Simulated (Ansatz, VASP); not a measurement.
## Two plane-wave programs on Au

```
Au
1.0
     2.90463    0.00000    0.00000
     0.00000    5.18503    0.00000
     0.00000    0.00000    4.94470
Au
4
Direct
  0.00000 0.33614 0.75000
  0.50000 0.16386 0.25000
  0.50000 0.83614 0.75000
  0.00000 0.66386 0.25000
```

Change from the starting cell: equal strain along all axes, cell held, atoms relaxed: +3.0 %.

Alike in both runs: functional PBEsol; k mesh 18 × 10 × 12; occupations gaussian, width 0.1 eV; no spin polarisation.

Ansatz relaxed the structure, and its values are those at the end. VASP's run is a single point on that final structure, the one shown.

```csv
,VASP,Ansatz
version,VASP 6.6.1,Ansatz 0.2.0
potentials or method,"VASP PAW PBE potentials, release 64 (Au), cutoff 520 eV","scalar-relativistic, plane waves, PAW"
valence electrons in the cell,44,76
```

VASP gave:

```
gap on the k mesh at the Fermi level (eV) : none
pressure (GPa)                            : -12.0
```

Question: Estimate Ansatz's values.

Answer: gap on the k mesh at the Fermi level (eV): none; pressure (GPa): -11.8.

VASP's potentials were made for PBE, not for PBEsol. A gap of «none» marks a metal or a gap that the smearing closes. VASP's potentials hold 44 valence electrons a cell and Ansatz's 76, so a difference there can come from the potentials and not from the codes. Ansatz's warnings: stress scf threshold loose.

Spin-orbit coupling is off throughout.
